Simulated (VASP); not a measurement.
Set up this calculation in VASP 6.6.1, as the native input.

- Task: single point
- Functional: PBEsol
- Potentials or basis: VASP PAW PBE potentials, release 64 (Re)
- Cutoff: 520 eV
- k mesh: 18 × 18 × 10
- Occupations: gaussian, width 0.15 eV
- Spin: no spin polarisation
- Dipole correction: no
- Further INCAR settings: ALGO = Fast; EDIFF = 1e-07; NBANDS = 14

The structure of Re lies in POSCAR:

```
Re
1.0
    2.7502953086      0.0000000000      0.0000000000
   -1.3751476543      2.3818256051      0.0000000000
    0.0000000000      0.0000000000      4.0878000000
Re
2
Direct
    0.3333333333      0.6666666667      0.2500000000
    0.6666666667      0.3333333333      0.7500000000
```

The input as run:

INCAR

```
SYSTEM = Re
  PREC = Accurate
  ENCUT = 520
  EDIFF = 1E-7
  ISMEAR = 0
  SIGMA = 0.15
  LREAL = .False.
  LASPH = .True.
  NELM = 80
  ALGO = Fast
  ISIF = 2
  LWAVE = .False.
  LCHARG = .False.
  GGA = PS
  NBANDS = 14
```

KPOINTS

```
regular mesh
0
Gamma
  18 18 10
  0 0 0
```

Potentials or basis: VASP PAW PBE potentials, release 64 (Re).

Command:

```sh
$ cat potpaw_PBE.64/Re/POTCAR > POTCAR
$ mpirun -np 1 vasp_std > vasp.out
```

It gave:

| Property | Result |
| --- | --- |
| Pressure | 43.4 GPa |
| Band gap on the k mesh | zero (bands 7 and 8 overlap by 3.88 eV) |

Caveat: the stress differs along the axes, from 29 to 73 GPa; the PAW data sets were made with another functional, which shifts forces and pressure a little; spin-orbit coupling is left out, which moves the levels of the heavy elements.

Run time: 70 s on 1 thread of AMD EPYC 7R13 Processor (Zen 3), with other jobs on the host, peak memory 0.16 GiB.
